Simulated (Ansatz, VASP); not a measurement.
## Cu: VASP beside Ansatz

INCAR

```
ALGO = Normal
EDIFF = 1E-8
ENCUT = 520
GGA = PE
ISIF = 2
ISMEAR = -1
LASPH = T
LCHARG = F
LEFG = T
LREAL = F
LWAVE = F
NBANDS = 12
NELM = 60
PREC = Accurate
SIGMA = 0.08
```

Contents of KPOINTS:

```
k-points
0
Gamma
  19 19 19
```

POSCAR

```
Cu
1.0
    0.0000000000      1.8429501765      1.8429501765
    1.8429501765      0.0000000000      1.8429501765
    1.8429501765      1.8429501765      0.0000000000
Cu
1
Direct
    0.0000000000      0.0000000000      0.0000000000
```

Input for Ansatz:

```yaml
crystal:
  lattice:
    - [0.0, 1.8429501765, 1.8429501765]
    - [1.8429501765, 0.0, 1.8429501765]
    - [1.8429501765, 1.8429501765, 0.0]
  atoms:
    - { symbol: Cu, position: [0.0, 0.0, 0.0] }
kpoints:
  mp_grid: { grid: [19, 19, 19] }
scf:
  occupations: { method: fermi_dirac, width: 0.08 }
hamiltonian:
  xc: pbe
  pseudopotentials: { kind: paw }
output:
  forces: true
  stress: true
  eigenvalues: true
  efg: { contact_densities: true }
```

Change from the starting cell: volume scaled by 1.06, PAW files.

Alike in both runs: task electric field gradients; functional PBE; k mesh 19 × 19 × 19; occupations fermi-dirac, width 0.08 eV; no spin polarisation.

|  | VASP | Ansatz |
| --- | --- | --- |
| version | VASP 6.6.1 | Ansatz 0.2.0 |
| potentials or method | VASP PAW PBE potentials, release 64 (Cu) | PAW with Ansatz's default frozen-core files, scalar-relativistic |
| plane-wave cutoff (eV) | 520 | 420 |
| valence electrons in the cell | 11 | 19 |

Ansatz gave:

| Property | Result |
| --- | --- |
| pressure (GPa) | -5.8 |

Q: Which values does VASP return?

A: Pressure (GPa): -5.3.

With one functional, cell and mesh, what is left measures potentials, basis and numerics. VASP's potentials hold 11 valence electrons a cell and Ansatz's 19, so a difference there can come from the potentials and not from the codes.
